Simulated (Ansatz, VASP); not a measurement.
# BiH3Pb in VASP and in Ansatz

```
Bi H Pb
1.0
     3.91879    0.00000    0.00000
    -1.95939    3.39377    0.00000
     0.00000    0.00000    6.86846
Bi H Pb
1 3 1
Direct
  0.00000 0.00000 0.68593
  0.50000 0.50000 0.56894
  0.50000 0.99999 0.56894
  0.00001 0.50000 0.56894
  0.00000 0.00000 0.18190
```

Alike in both runs: functional PBE; k mesh 6 × 6 × 4; occupations gaussian, width 0.1 eV; no spin polarisation.

Ansatz relaxed the structure, and its values are those at the end. VASP's run is a single point on that final structure, the one shown.

|  | VASP | Ansatz |
| --- | --- | --- |
| version | VASP 6.6.1 | Ansatz 0.2.0 |
| potentials or method | VASP PAW PBE potentials, release 64 (Bi_d, H, Pb_d), cutoff 520 eV | scalar-relativistic, plane waves, PAW |
| valence electrons in the cell | 32 | 32 |

|  | VASP | Ansatz | Ansatz less VASP |
| --- | --- | --- | --- |
| gap on the k mesh at the Fermi level (eV) | none | none | - |
| pressure (GPa) | -0.1 | 0.0 | +0.07 |
| rms of the force components (eV/Å) | 0.004 | 0.002 | -0.0022 |

A gap of «none» marks a metal or a gap that the smearing closes.

Neither program's run includes spin-orbit coupling.
